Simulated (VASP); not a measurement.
Here is a VASP 6.6.1 calculation.

INCAR

```
SYSTEM = Au
ALGO = Normal ; EDIFF = 1E-7
ENCUT = 520 ; ISIF = 2
ISMEAR = 0 ; LASPH = .TRUE.
LCHARG = .TRUE. ; LELF = .TRUE.
LREAL = .FALSE. ; LVHAR = .TRUE.
LWAVE = .FALSE. ; NBANDS = 18
NELM = 60 ; PREC = Accurate
SIGMA = 0.1
```

The input KPOINTS:

```
k-points
0
G
  12 12 6
  0 0 0
```

POSCAR

```
Au
1.0
    1.4479836920     -2.6223472928      0.0000000000
    1.4479836920      2.6223472928      0.0000000000
    0.0000000000      0.0000000000      5.0203218018
Au
2
Direct
    0.6653300000      0.3346700000      0.2500000000
    0.3346700000      0.6653300000      0.7500000000
```

Potentials or basis: VASP PAW LDA potentials, release 64 (Au).

The run is started by

```console
$ cat potpaw_LDA.64/Au/POTCAR > POTCAR
$ mpirun -np 1 vasp_std > vasp.out
```

**Question.** What does it give for the pressure?

**Answer.** -17.2 GPa.

**Question.** Predict the band gap on the k mesh.

**Answer.** Zero (band 11 reaches 11.10 eV, above the bottom of band 12 at 5.09 eV).

**Question.** Estimate the largest force.

**Answer.** 0.006 eV/Å.

Stress tensor (GPa, compression positive):
```
-18.08   0.00   0.00
  0.00 -17.11   0.00
  0.00   0.00 -16.52
```

Caveat: spin-orbit coupling is left out, which moves the levels of the heavy elements.
